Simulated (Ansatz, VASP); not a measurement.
# In8O11: VASP beside Ansatz

POSCAR

```
In8O11
1.0
    5.4870000000      3.1679210000      9.6733330000
   -2.7435000000      1.5839600000      4.8366670000
    0.0000000000     -3.1679210000      4.8366670000
In O
8 11
Direct
    0.1835010000      0.3487410000      0.3546030000
    0.0695980000      0.1434730000      0.1370540000
    0.3227060000      0.6350350000      0.6429720000
    0.4288610000      0.8570000000      0.8649240000
    0.6760880000      0.3564070000      0.3572340000
    0.5741190000      0.1480510000      0.1425780000
    0.8239520000      0.6405570000      0.6438840000
    0.9301620000      0.8541660000      0.8550930000
    0.2700220000      0.9401820000      0.2466020000
    0.1242900000      0.5432940000      0.9514680000
    0.2284950000      0.0517390000      0.7505110000
    0.5267400000      0.7510720000      0.4572310000
    0.3747780000      0.4559860000      0.0387680000
    0.7787570000      0.9430530000      0.2510770000
    0.4779670000      0.2449780000      0.5573820000
    0.6217560000      0.5496620000      0.9491770000
    0.7280980000      0.0451720000      0.7403640000
    0.0217670000      0.7487110000      0.4575360000
    0.8791550000      0.4483060000      0.0442860000
```

File INCAR.step1:

```
PREC = Accurate ; ENCUT = 520
EDIFF = 1E-5 ; ISMEAR = -1
SIGMA = 0.01 ; LREAL = Auto
LASPH = True ; NELM = 80
ALGO = Normal ; ISIF = 2
LWAVE = True ; LCHARG = False
GGA = PE ; NBANDS = 100
```

INCAR.step2

```
PREC = Accurate ; ENCUT = 520
EDIFF = 1E-6 ; ISMEAR = -1
SIGMA = 0.01 ; LREAL = Auto
LASPH = True ; NELM = 80
ALGO = Normal ; ISIF = 2
LWAVE = False ; LCHARG = False
GGA = PE ; LHFCALC = True
HFSCREEN = 0.2079 ; PRECFOCK = Fast
ISTART = 1 ; NBANDS = 100
```

The input KPOINTS:

```
regular mesh
0
Gamma
  1 1 1
```

Input for Ansatz:

```yaml
crystal:
  lattice:
    - [5.487, 3.167921, 9.673333]
    - [-2.7435, 1.58396, 4.836667]
    - [0.0, -3.167921, 4.836667]
  atoms:
    - { symbol: In, position: [0.183501, 0.348741, 0.354603] }
    - { symbol: In, position: [0.069598, 0.143473, 0.137054] }
    - { symbol: In, position: [0.322706, 0.635035, 0.642972] }
    - { symbol: In, position: [0.428861, 0.857, 0.864924] }
    - { symbol: O, position: [0.270022, 0.940182, 0.246602] }
    - { symbol: O, position: [0.12429, 0.543294, 0.951468] }
    - { symbol: O, position: [0.228495, 0.051739, 0.750511] }
    - { symbol: O, position: [0.52674, 0.751072, 0.457231] }
    - { symbol: O, position: [0.374778, 0.455986, 0.038768] }
    - { symbol: In, position: [0.676088, 0.356407, 0.357234] }
    - { symbol: In, position: [0.574119, 0.148051, 0.142578] }
    - { symbol: In, position: [0.823952, 0.640557, 0.643884] }
    - { symbol: In, position: [0.930162, 0.854166, 0.855093] }
    - { symbol: O, position: [0.778757, 0.943053, 0.251077] }
    - { symbol: O, position: [0.477967, 0.244978, 0.557382] }
    - { symbol: O, position: [0.621756, 0.549662, 0.949177] }
    - { symbol: O, position: [0.728098, 0.045172, 0.740364] }
    - { symbol: O, position: [0.021767, 0.748711, 0.457536] }
    - { symbol: O, position: [0.879155, 0.448306, 0.044286] }
kpoints:
  mp_grid: { grid: [1, 1, 1] }
hamiltonian:
  xc: hse06
  pseudopotentials: { kind: paw }
scf:
  occupations: { method: fermi_dirac, width: "0.01 eV" }
```

Alike in both runs: task single point; functional HSE06; k mesh 1 × 1 × 1; no spin polarisation.

|  | VASP | Ansatz |
| --- | --- | --- |
| version | VASP 6.6.1 | Ansatz development build ahead of 0.2.0 |
| potentials or method | VASP PAW PBE potentials, release 64 (In_d, O) | PAW (an earlier, plane waves, scalar-relativistic |
| plane-wave cutoff (eV) | 520 | 930 |
| occupations | fermi-dirac, width 0.01 eV | fermi-dirac |

```csv
,VASP,Ansatz,Ansatz less VASP
gap on the k mesh at the Fermi level (eV),4.11,4.05,-0.064
least direct gap on the mesh (eV),4.11,4.05,-0.064
```

The k mesh is coarse, so the values compare programs but aren't converged.
